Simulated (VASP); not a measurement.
# Hf2F3 (P-3m1) in VASP: notebook

Hf2F3 is run at these levels: PBE; tasks: single point.

All numbers are computed with VASP 6.6.1; they aren't measurements. Logs are shortened: lines on timing, memory, paths and dates and some standing lists are left out, and cuts for length are marked.

## (1) The cell of the first run

It takes space group P-3m1 (No. 164, trigonal). The conventional cell has a = 3.720 Å, b = 3.720 Å, c = 5.788 Å, α = 90.00°, β = 90.00°, γ = 120.00°. Hf (site symmetry 3m) has 7 F at 2.24 to 2.57 Å within 3.0 Å. F (site symmetry -3m) has 6 Hf at 2.57 Å and 6 F at 2.97 Å within 3.4 Å. Within 3.0 Å of F (site symmetry 3m) lie 4 Hf at 2.24 to 2.32 Å and 6 F at 2.73 to 2.97 Å.

## (2) Single point, PBE

INCAR

```
PREC = Accurate
ENCUT = 520
EDIFF = 1E-6
ISMEAR = 0
SIGMA = 0.1
LREAL = F
LASPH = T
NELM = 60
ALGO = Normal
ISIF = 2
LWAVE = F
LCHARG = F
GGA = PE
NBANDS = 28
```

KPOINTS

```
Automatic mesh
0
Gamma
  6 6 4
```

POSCAR

```
Hf2F3
1.0
    3.7204100697      0.0000000000      0.0000000000
   -1.8602050349      3.2219696329      0.0000000000
    0.0000000000      0.0000000000      5.7883537379
Hf F
2 3
Direct
    0.3333333333      0.6666666667      0.2450000000
    0.6666666667      0.3333333333      0.7550000000
    0.0000000000      0.0000000000      0.0000000000
    0.3333333333      0.6666666667      0.6450000000
    0.6666666667      0.3333333333      0.3550000000
```

Potentials or basis: VASP PAW PBE potentials, release 64 (Hf_pv, F).

Started as:

```sh
$ cat potpaw_PBE.64/Hf_pv/POTCAR potpaw_PBE.64/F/POTCAR > POTCAR
$ mpirun -np 1 vasp_std > vasp.out
```

OUTCAR:

```text
PREC = Accurate
   ENCUT = 520
   EDIFF = 1E-6
   ISMEAR = 0
   LREAL = F
   LASPH = T
   NELM = 60
   ISIF = 2
   GGA = PE

 ion  position               nearest neighbor table
   1  0.333  0.667  0.245-   5 2.24   5 2.24   5 2.24   4 2.32   3 2.57   3 2.57   3 2.57   2 3.56
                             2 3.56   2 3.56   2 3.65   2 3.65   2 3.65
   2  0.667  0.333  0.755-   4 2.24   4 2.24   4 2.24   5 2.32   3 2.57   3 2.57   3 2.57   1 3.56
                             1 3.56   1 3.56   1 3.65   1 3.65   1 3.65
   3  0.000  0.000  0.000-   1 2.57   2 2.57   2 2.57   1 2.57   2 2.57   1 2.57
   4  0.333  0.667  0.645-   2 2.24   2 2.24   2 2.24   1 2.32
   5  0.667  0.333  0.355-   1 2.24   1 2.24   1 2.24   2 2.32

  LATTYP: Found a hexagonal cell.
 ALAT       =     3.7204100697
 C/A-ratio  =     1.5558375635

  Lattice vectors:

 A1 = (   3.7204100697,   0.0000000000,   0.0000000000)
 A2 = (  -1.8602050349,   3.2219696329,   0.0000000000)
 A3 = (   0.0000000000,   0.0000000000,   5.7883537379)

Analysis of symmetry for initial positions (statically):
=====================================================================
 Subroutine PRICEL returns:
 Original cell was already a primitive cell.

 Routine SETGRP: Setting up the symmetry group for a
 hexagonal supercell.

 Subroutine GETGRP returns: Found 12 space group operations
 (whereof 12 operations were pure point group operations)
 out of a pool of 24 trial point group operations.

The static configuration has the point symmetry D_3d.

Analysis of symmetry for dynamics (positions and initial velocities):
=====================================================================
 Subroutine PRICEL returns:
 Original cell was already a primitive cell.

 Routine SETGRP: Setting up the symmetry group for a
 hexagonal supercell.

 Subroutine GETGRP returns: Found 12 space group operations
 (whereof 12 operations were pure point group operations)
 out of a pool of 24 trial point group operations.

The dynamic configuration has the point symmetry D_3d.

 Subroutine INISYM returns: Found 12 space group operations
 (whereof 12 operations are pure point group operations),
 and found     1 'primitive' translations

----------------------------------------------------------------------------------------

                                     Primitive cell

  volume of cell :      69.3853

  direct lattice vectors                    reciprocal lattice vectors
     3.720410070  0.000000000  0.000000000     0.268787575  0.155184579  0.000000000
    -1.860205035  3.221969633  0.000000000     0.000000000  0.310369157  0.000000000
     0.000000000  0.000000000  5.788353738     0.000000000  0.000000000  0.172760692

  length of vectors
     3.720410070  3.720410070  5.788353738     0.310369157  0.310369157  0.172760692

  position of ions in fractional coordinates (direct lattice)
     0.333333333  0.666666667  0.245000000
     0.666666667  0.333333333  0.755000000
     0.000000000  0.000000000  0.000000000
     0.333333333  0.666666667  0.645000000
     0.666666667  0.333333333  0.355000000

  ion indices of the primitive-cell ions
   primitive index   ion index
                 1           1
                 2           2
                 3           3
                 4           4
                 5           5

----------------------------------------------------------------------------------------

 KPOINTS: Automatic mesh

Automatic generation of k-mesh.
 Grid dimensions read from file:
 generate k-points for:    6    6    4

 Generating k-lattice:

  Cartesian coordinates                     Fractional coordinates (reciprocal lattice)
     0.044797929  0.025864096  0.000000000     0.166666667  0.000000000  0.000000000
     0.000000000  0.051728193  0.000000000     0.000000000  0.166666667  0.000000000
     0.000000000  0.000000000  0.043190173     0.000000000  0.000000000  0.250000000

  Length of vectors
     0.051728193  0.051728193  0.043190173

  Shift w.r.t. Gamma in fractional coordinates (k-lattice)
     0.000000000  0.000000000  0.000000000

 Subroutine IBZKPT returns following result:
 ===========================================

 Found     24 irreducible k-points:

 Following reciprocal coordinates:
            Coordinates               Weight
  0.000000  0.000000  0.000000      1.000000
  0.166667  0.000000  0.000000      6.000000
  0.333333  0.000000  0.000000      6.000000
  0.500000  0.000000  0.000000      3.000000
  0.166667  0.166667  0.000000      6.000000
  0.333333  0.166667  0.000000     12.000000
[... 16 lines left out ...]
  0.333333  0.166667  0.500000     12.000000
  0.333333  0.333333  0.500000      2.000000
   k-points           NKPTS =     24   k-points in BZ     NKDIM =     24   number of bands    NBANDS=     28
   number of dos      NEDOS =    301   number of ions     NIONS =      5
   total plane-waves  NPLWV =  37632
   dimension x,y,z NGX =    28 NGY =   28 NGZ =   48
   dimension x,y,z NGXF=    56 NGYF=   56 NGZF=   96
   ions per type =               2   3
   NGX,Y,Z   is equivalent  to a cutoff of  12.51, 12.51, 13.79 a.u.
   NGXF,Y,Z  is equivalent  to a cutoff of  25.02, 25.02, 27.57 a.u.
 SYSTEM =  unknown system
   PREC   = accura    normal or accurate (medium, high low for compatibility)
   ISTART =      0    job   : 0-new  1-cont  2-samecut
   ICHARG =      2    charge: 1-file 2-atom 10-const
   ISPIN  =      1    spin polarized calculation?
   LNONCOLLINEAR =      F non collinear calculations
   LSORBIT =      F    spin-orbit coupling
   LASPH  =      T    aspherical Exc in radial PAW
   ENCUT  =  520.0 eV  38.22 Ry    6.18 a.u.   6.92  6.92 10.76*2*pi/ulx,y,z
   NELM   =     60;   NELMIN=  2; NELMDL= -5     # of ELM steps
   EDIFF  = 0.1E-05   stopping-criterion for ELM
   LREAL  =      F    real-space projection
   EDIFFG = 0.1E-04   stopping-criterion for IOM
   NSW    =      0    number of steps for IOM
   IBRION =     -1    ionic relax: 0-MD 1-quasi-New 2-CG
   NFREE  =      0    steps in history (QN), initial steepest desc. (CG)
   ISIF   =      2    stress and relaxation
   ISYM   =      2    0-nonsym 1-usesym 2-fastsym
   POTIM  = 0.5000    time-step for ionic-motion
   TEBEG  =    0.0;   TEEND  =   0.0 temperature during run
   PSTRESS=    0.0 pullay stress
   NELECT =      41.0000    total number of electrons
   NUPDOWN=      -1.0000    fix difference up-down
   EMIN   =  10.00;   EMAX   =-10.00  energy-range for DOS
   EFERMI =   0.00;   METHOD = LEGACY
   ISMEAR =     0;   SIGMA  =   0.10  broadening in eV -4-tet -1-fermi 0-gaus
   EFERMI_NEDOS =   21; number of points for ismear=-14 and -15
   IALGO  =     38    algorithm
   IMIX   =      4    mixing-type and parameters
     AMIX     =   0.40;   BMIX     =  1.00
     AMIX_MAG =   1.60;   BMIX_MAG =  1.00
  volume/ion in A,a.u.               =      13.88        93.65
  Fermi-wavevector in a.u.,A,eV,Ry     =   1.373769  2.596047 25.677472  1.887241
  Thomas-Fermi vector in A             =   2.499256
   LORBIT       =      0    0 simple, 1 ext, 2 COOP (PROOUT), +10 PAW based schemes
   GGA     = PE    functional components
   LHFCALC =     F    Hartree Fock is set to
   AEXX    =    0.0000 exact exchange contribution
   IVDW    =     0    specifies the selected vdW correction
   LEPSILON=     F    determine dielectric tensor
   LRPA    =     F    only Hartree local field effects (RPA)
 non-spin polarized calculation
 Gauss-broadening in eV      SIGMA  =   0.10
  energy-cutoff  :      520.00
  volume of cell :       69.39
 maximum number of plane-waves:      1882
   NGX = 13   NGY = 13   NGZ = 21

 number of electron      40.9999989 magnetization

 Free energy of the ion-electron system (eV)
  ---------------------------------------------------
  ext. energy  EPLUGINS =         0.00000000
  ---------------------------------------------------
  free energy    TOTEN  =       -32.66402042 eV

  energy without entropy =      -32.64045889  energy(sigma->0) =      -32.65223965

 E-fermi :   6.3638     XC(G=0): -11.1273

 val. band max:        6.3476018302   @ k =  -0.1667   0.5000   0.2500
 cond. band min:       6.3829008929   @ k =   0.3333   0.0000   0.0000
 fundamental gap:      0.0352990628
 Fermi energy:         6.3637948858

 k-point     1 :       0.0000    0.0000    0.0000
  band No.  band energies     occupation
      1     -26.6841      2.00000
      2     -26.4894      2.00000
      3     -26.4894      2.00000
      4     -26.4499      2.00000
      5     -26.4499      2.00000
      6     -26.2936      2.00000
[... 20 lines left out ...]
     27       9.0267      0.00000
     28       9.4380      0.00000

 k-point     2 :       0.1667    0.0000    0.0000
  band No.  band energies     occupation
      1     -26.6773      2.00000
      2     -26.5712      2.00000
      3     -26.5075      2.00000
      4     -26.5026      2.00000
      5     -26.4558      2.00000
      6     -26.3033      2.00000
[... 20 lines left out ...]
     27       8.9381      0.00000
     28       9.0254      0.00000

 k-point     3 :       0.3333    0.0000    0.0000
  band No.  band energies     occupation
      1     -26.7566      2.00000
      2     -26.7253      2.00000
      3     -26.5276      2.00000
      4     -26.5066      2.00000
      5     -26.4689      2.00000
      6     -26.3349      2.00000
[... 20 lines left out ...]
     27       8.9854      0.00000
     28       9.2917      0.00000

 k-point     4 :       0.5000    0.0000    0.0000
  band No.  band energies     occupation
      1     -26.8238      2.00000
      2     -26.7954      2.00000
      3     -26.5396      2.00000
      4     -26.4758      2.00000
      5     -26.4592      2.00000
      6     -26.3683      2.00000
[... 20 lines left out ...]
     27       8.9683      0.00000
     28       9.3031      0.00000

 k-point     5 :       0.1667    0.1667    0.0000
  band No.  band energies     occupation
      1     -26.7201      2.00000
      2     -26.6737      2.00000
      3     -26.5504      2.00000
      4     -26.5038      2.00000
      5     -26.4759      2.00000
      6     -26.3243      2.00000
[... 20 lines left out ...]
     27       8.8675      0.00000
     28       9.2312      0.00000

 k-point     6 :       0.3333    0.1667    0.0000
  band No.  band energies     occupation
      1     -26.7934      2.00000
      2     -26.7732      2.00000
      3     -26.5775      2.00000
      4     -26.5002      2.00000
      5     -26.4588      2.00000
      6     -26.3643      2.00000
[... 463 lines left out ...]
      5     -26.3865      2.00000
      6     -26.3740      2.00000
[... 20 lines left out ...]
     27       8.9750      0.00000
     28       9.4107      0.00000

 k-point    22 :       0.1667    0.1667    0.5000
  band No.  band energies     occupation
      1     -26.7559      2.00000
      2     -26.6936      2.00000
      3     -26.5064      2.00000
      4     -26.5050      2.00000
      5     -26.4048      2.00000
      6     -26.3875      2.00000
[... 20 lines left out ...]
     27       8.7823      0.00000
     28       9.3909      0.00000

 k-point    23 :       0.3333    0.1667    0.5000
  band No.  band energies     occupation
      1     -26.8380      2.00000
      2     -26.7957      2.00000
      3     -26.5451      2.00000
      4     -26.5334      2.00000
      5     -26.3808      2.00000
      6     -26.3724      2.00000
[... 20 lines left out ...]
     27       8.9651      0.00000
     28       9.1779      0.00000

 k-point    24 :       0.3333    0.3333    0.5000
  band No.  band energies     occupation
      1     -26.8207      2.00000
      2     -26.8207      2.00000
      3     -26.5940      2.00000
      4     -26.5665      2.00000
      5     -26.3689      2.00000
      6     -26.3689      2.00000
[... 20 lines left out ...]
     27       9.0740      0.00000
     28       9.0740      0.00000

------------------------ aborting loop because EDIFF is reached ----------------------------------------

  FORCE on cell =-STRESS in cart. coord.  units (eV):
  Direction    XX          YY          ZZ          XY          YZ          ZX
  --------------------------------------------------------------------------------------
  -------------------------------------------------------------------------------------
  Total        1.1491034      1.1491034      1.3567199     -0.0000000      0.0000000      0.0000000
  in kB       26.5339790     26.5339790     31.3280567     -0.0000000      0.0000000      0.0000000
  external PRESSURE =      28.1320049 kB  Pullay stress =       0.0000000 kB

 VOLUME and BASIS-vectors are now :
 -----------------------------------------------------------------------------
  energy-cutoff  :      520.00
  volume of cell :       69.39
      direct lattice vectors                 reciprocal lattice vectors
     3.720410070  0.000000000  0.000000000     0.268787575  0.155184579  0.000000000
    -1.860205035  3.221969633  0.000000000     0.000000000  0.310369157  0.000000000
     0.000000000  0.000000000  5.788353738     0.000000000  0.000000000  0.172760692

 POSITION                                       TOTAL-FORCE (eV/Angst)
 -----------------------------------------------------------------------------------
     -0.00000      2.14798      1.41815        -0.000000      0.000000     -2.341288
      1.86021      1.07399      4.37021        -0.000000      0.000000      2.341288
      0.00000      0.00000      0.00000        -0.000000      0.000000      0.000000
     -0.00000      2.14798      3.73349         0.000000     -0.000000     -0.426580
      1.86021      1.07399      2.05487         0.000000      0.000000      0.426580
 -----------------------------------------------------------------------------------
    total drift:                                0.000000      0.000000      0.000000

  FREE ENERGIE OF THE ION-ELECTRON SYSTEM (eV)
  ---------------------------------------------------
  free  energy   TOTEN  =       -32.6640204151 eV

  energy  without entropy=      -32.6404588923  energy(sigma->0) =      -32.65223965
```

Run time: 19 s. Hardware: 1 thread of Intel Xeon 6975P-C (Granite Rapids), shared host; peak memory 0.2 GiB.

What came out:

* Free energy: -32.6640 eV
* Pressure: 2.8 GPa
* Largest force: 2.341 eV/Å

Forces in eV/Å, atoms in the order of the input:
```
Hf   0.000  0.000 -2.341
Hf   0.000  0.000  2.341
F    0.000  0.000  0.000
F    0.000  0.000 -0.427
F    0.000  0.000  0.427
```

Caveat: spin-orbit coupling is left out, which moves the levels of the heavy elements; an odd number of electrons without spin polarisation forces a metal; a magnetic or distorted state may lie lower.

(Continued in part 2 of 2.)
